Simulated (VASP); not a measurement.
Set up this calculation in VASP 6.6.1, as the native input.

* Task: single point
* Functional: PBEsol
* Potentials or basis: VASP PAW PBE potentials, release 64 (Ta_pv, N)
* Cutoff: 520 eV
* k mesh: 21 × 21 × 18
* Occupations: gaussian, width 0.15 eV
* Spin: no spin polarisation
* Dipole correction: no
* Further INCAR settings: ALGO = Normal; EDIFF = 1e-06; NBANDS = 15

The structure of TaN lies in POSCAR:

```
TaN
1.0
    3.0224389650      0.0000000000      0.0000000000
   -1.5112194825      2.6175089251      0.0000000000
    0.0000000000      0.0000000000      2.7942448231
Ta N
1 1
Direct
    0.3333333333      0.6666666667      0.5000000000
    0.0000000000      0.0000000000      0.0000000000
```

This cell differs from its parent crystal: volume 11.053 Å^3 an atom, c/a of the conventional cell 0.9245.

One way to write it, as run:

INCAR

```
ALGO = Normal ; EDIFF = 1E-6
ENCUT = 520 ; GGA = PS
ISIF = 2 ; ISMEAR = 0
LASPH = T ; LCHARG = F
LREAL = F ; LWAVE = F
NBANDS = 15 ; NELM = 80
PREC = Accurate ; SIGMA = 0.15
```

KPOINTS

```
k-points
0
Gamma
  21 21 18
```

Potentials or basis: VASP PAW PBE potentials, release 64 (Ta_pv, N).

Command:

```sh
$ cat potpaw_PBE.64/Ta_pv/POTCAR potpaw_PBE.64/N/POTCAR > POTCAR
$ mpirun -np 1 vasp_std > vasp.out
```

Results of the run:

The pressure is -10.1 GPa. The band gap on the k mesh is zero (band 8 reaches 8.28 eV, above the bottom of band 9 at 7.80 eV).

Caveat: the PAW data sets were made with another functional, which shifts forces and pressure a little; spin-orbit coupling is left out, which moves the levels of the heavy elements.

Wall time 84 s on 1 thread of Intel(R) Xeon(R) 6975P-C (Granite Rapids), with other jobs on the host, peak memory 0.27 GiB.
